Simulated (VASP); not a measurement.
Write the native input for VASP 6.6.1 that does the following.

```
Task                   : dielectric tensor
Functional             : r2SCAN
Potentials or basis    : VASP PAW PBE potentials, release 64 (Mg, S)
Cutoff                 : 520 eV
k mesh                 : 6 × 6 × 6
Occupations            : gaussian, width 0.01 eV
Spin                   : no spin polarisation
Dipole correction      : no
Further INCAR settings : ALGO = Normal; EDIFF = 1e-08
```

The structure of MgS lies in POSCAR:

```
MgS
1.0
    0.0000000000      2.8308768410      2.8308768410
    2.8308768410      0.0000000000      2.8308768410
    2.8308768410      2.8308768410      0.0000000000
Mg S
1 1
Direct
    0.0000000000      0.0000000000      0.0000000000
    0.2500000000      0.2500000000      0.2500000000
```

The input as run:

INCAR

```
SYSTEM = MgS
ALGO = Normal
EDIFF = 1E-8
ENCUT = 520
ISIF = 2
ISMEAR = 0
LASPH = .TRUE.
LCALCEPS = .TRUE.
LCHARG = .FALSE.
LMIXTAU = .TRUE.
LREAL = .FALSE.
LWAVE = .FALSE.
METAGGA = R2SCAN
NELM = 60
PREC = Accurate
SIGMA = 0.01
```

KPOINTS

```
k-points
0
G
  6 6 6
  0 0 0
```

Potentials or basis: VASP PAW PBE potentials, release 64 (Mg, S).

Command:

```bash
$ cat potpaw_PBE.64/Mg/POTCAR potpaw_PBE.64/S/POTCAR > POTCAR
$ mpirun -np 1 vasp_std > vasp.out
```

Results of the run:

| Item | Value |
| --- | --- |
| Band gap on the k mesh | 4.13 eV |
| Electronic dielectric tensor (diagonal) | 3.73 |
| Born charges (mean of the diagonal) | Mg +1.89; S -1.89 e |

It took 31 min on 1 thread of Intel Xeon 8259CL, with other jobs on the host, peak memory 0.28 GiB.
